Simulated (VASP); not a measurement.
Here is a VASP 6.6.1 calculation.

The input INCAR:

```
ALGO = Fast
EDIFF = 1E-6
ENCUT = 520
GGA = PE
ISIF = 2
ISMEAR = 0
LASPH = T
LCHARG = F
LREAL = F
LWAVE = F
NBANDS = 19
NELM = 80
PREC = Accurate
SIGMA = 0.1
```

KPOINTS

```
k-points
0
Gamma
  24 24 12
```

The input POSCAR:

```
Ti
1.0
    2.8796889001      0.0000000000      0.0000000000
   -1.4398444501      2.4938837425      0.0000000000
    0.0000000000      0.0000000000      4.7064416218
Ti
2
Direct
    0.3333333333      0.6666666667      0.2500000000
    0.6666666667      0.3333333333      0.7500000000
```

Potentials or basis: VASP PAW PBE potentials, release 64 (Ti_sv).

The run is started by

```sh
$ cat potpaw_PBE.64/Ti_sv/POTCAR > POTCAR
$ mpirun -np 1 vasp_std > vasp.out
```

**Question.** What does it give for the band gap on the k mesh?

**Answer.** Zero (bands 12 and 13 overlap by 1.07 eV).

**Question.** What does it give for the pressure?

**Answer.** 2.9 GPa.

Stress tensor (GPa, compression positive):
```
4.13 0.00 0.00
0.00 4.13 0.00
0.00 0.00 0.48
```

Caveat: the cell differs from its parent crystal (biaxial strain in the a-b plane: -2.0 %).
